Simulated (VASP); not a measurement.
The system is C.

```
C
1.0
    -2.17318    2.17318    1.18551
     2.17318   -2.17318    1.18551
     2.17318    2.17318   -1.18551
C
2
Cartesian
  0.0000 0.0000 0.0000
  0.0000 2.1732 0.5928
```

| Property | Result |
| --- | --- |
| Program | VASP 6.6.1 |
| Task | relaxation of cell and atoms |
| Functional | r2SCAN |
| Potentials or basis | VASP PAW PBE potentials, release 64 (C) |
| Cutoff | 600 eV |
| k mesh | 8 × 8 × 8 |
| Occupations | gaussian, width 0.1 eV |
| Spin | no spin polarisation |

At the start: pressure -45.4 GPa; volume 11.20 Å³/atom.

Problem. How do energy, volume and symmetry change on relaxing?

Solution. Over 30 steps the energy falls by 4597.6 meV/atom and the volume is 5.61 Å³/atom (-49.9 %); space group I4_1/amd (No. 141, to 0.05 Å).

The path:
```csv
step,energy change (eV),largest force (eV/Å),pressure (GPa),volume (Å³)
1,0.0000,0.0000,-45.44,22.40
2,-2.9248,0.0000,-46.19,13.59
3,24.6681,0.0000,2895.44,3.79
4,-3.1613,0.0000,-39.23,12.79
5,-3.3032,0.0000,63.32,9.60
6,-3.4772,0.0000,-6.21,11.14
7,-3.4926,0.0000,6.07,10.76
8,-3.9986,0.0000,48.10,10.03
9,-4.1444,0.0000,435.40,7.23
10,-4.1622,0.0000,437.44,7.23
11,-4.2117,0.0000,443.44,7.21
12,-4.2869,0.0000,456.06,7.16
13,-4.3288,0.0000,484.71,7.06
14,-3.9182,0.0000,556.29,6.81
15,-4.2974,0.0000,499.20,7.01
16,-4.4250,0.0000,489.54,7.04
17,-4.7938,0.0000,461.43,7.15
18,-5.4692,0.0000,409.09,7.37
19,-6.5900,0.0000,318.06,7.82
20,-8.0323,0.0000,179.48,8.76
21,-8.4814,0.0000,16.58,10.75
22,-8.6292,0.0000,61.46,10.02
23,-8.7681,0.0000,54.98,10.12
24,-9.0534,0.0000,37.64,10.42
25,-9.1131,0.0000,10.90,10.99
26,-9.1621,0.0000,19.51,10.79
27,-9.1628,0.0000,20.25,10.77
28,-9.1808,0.0000,13.10,10.92
29,-9.1942,0.0000,-3.81,11.29
30,-9.1953,0.0000,-0.47,11.21
```

Final structure:
```
C
1.0
    -1.26202    1.26202    1.76028
     1.26202   -1.26202    1.76028
     1.26202    1.26202   -1.76028
C
2
Direct
  0.00000 0.00000 0.00000
  0.75000 0.25000 0.50000
```

Caveat: the volume moved by over 15 % at a fixed basis, so the end points are rough; the PAW data sets were made with another functional, which shifts forces and pressure a little.
